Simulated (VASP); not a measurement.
Write the native input for VASP 6.6.1 that does the following.

```yaml
Task: single point
Functional: PBE
Potentials_or_basis: VASP PAW PBE potentials, release 64 (In_d, Cu, O)
Cutoff: 520 eV
k_mesh: 3 × 3 × 3
Occupations: gaussian, width 0.15 eV
Spin: collinear spin, ferromagnetic start
Starting_moments: "[0.0, 0.0, 1.0, 1.0, 1.0, 1.0, 1.0, 1.0, 0.0, 0.0, 0.0, 0.0, 0.0, 0.0] μB"
Dipole_correction: no
Further_INCAR_settings: ALGO = Normal; EDIFF = 1e-07; NBANDS = 81
```

The structure of InCu3O3 lies in POSCAR:

```
InCu3O3
1.0
    3.1904205634      1.8419901695      5.0601154568
   -3.1904205634      1.8419901695      5.0601154568
    0.0000000000     -3.6839803438      5.0601154550
In Cu O
2 6 6
Direct
    0.5000000000      0.5000000000      0.5000000000
    0.0000000000      0.0000000000      0.0000000000
    0.5000000000      0.0000000000      0.0000000000
    0.5000000000      0.5000000000      0.0000000000
    0.0000000000      0.0000000000      0.5000000000
    0.5000000000      0.0000000000      0.5000000000
    0.0000000000      0.5000000000      0.5000000000
    0.0000000000      0.5000000000      0.0000000000
    0.3366896777      0.7500000000      0.1633103223
    0.6633103223      0.2500000000      0.8366896777
    0.7500000000      0.1633103223      0.3366896777
    0.2500000000      0.8366896777      0.6633103223
    0.8366896777      0.6633103223      0.2500000000
    0.1633103223      0.3366896777      0.7500000000
```

One way to write it, as run:

INCAR

```
SYSTEM = InCu3O3
ALGO = Normal
EDIFF = 1E-7
ENCUT = 520
GGA = PE
ISIF = 2
ISMEAR = 0
ISPIN = 2
LASPH = .TRUE.
LCHARG = .TRUE.
LELF = .TRUE.
LMAXMIX = 4
LORBIT = 11
LREAL = .FALSE.
LVHAR = .TRUE.
LWAVE = .FALSE.
MAGMOM = 0 0 1 1 1 1 1 1 0 0 0 0 0 0
NBANDS = 81
NELM = 150
PREC = Accurate
SIGMA = 0.15
```

KPOINTS

```
k-points
0
G
  3 3 3
  0 0 0
```

Potentials or basis: VASP PAW PBE potentials, release 64 (In_d, Cu, O).

The run is started by

```bash
$ cat potpaw_PBE.64/In_d/POTCAR potpaw_PBE.64/Cu/POTCAR potpaw_PBE.64/O/POTCAR > POTCAR
$ mpirun -np 1 vasp_std > vasp.out
```

Results of the run:

The pressure is 0.8 GPa, the largest force is 0.100 eV/Å and the band gap on the k mesh is zero (filled and empty bands touch). The net moment is 0.00 μB per cell. The valence electrons inside the program's atomic spheres are In 11.15; Cu 9.96; O 4.97.

Caveat: the k points lie up to 0.40 Å⁻¹ apart; spin-orbit coupling is left out, which moves the levels of the heavy elements.

Run time: 11 min on 1 thread of AMD EPYC 7R43 64-Core Processor (Zen 3) (shared host), peak memory 0.42 GiB.
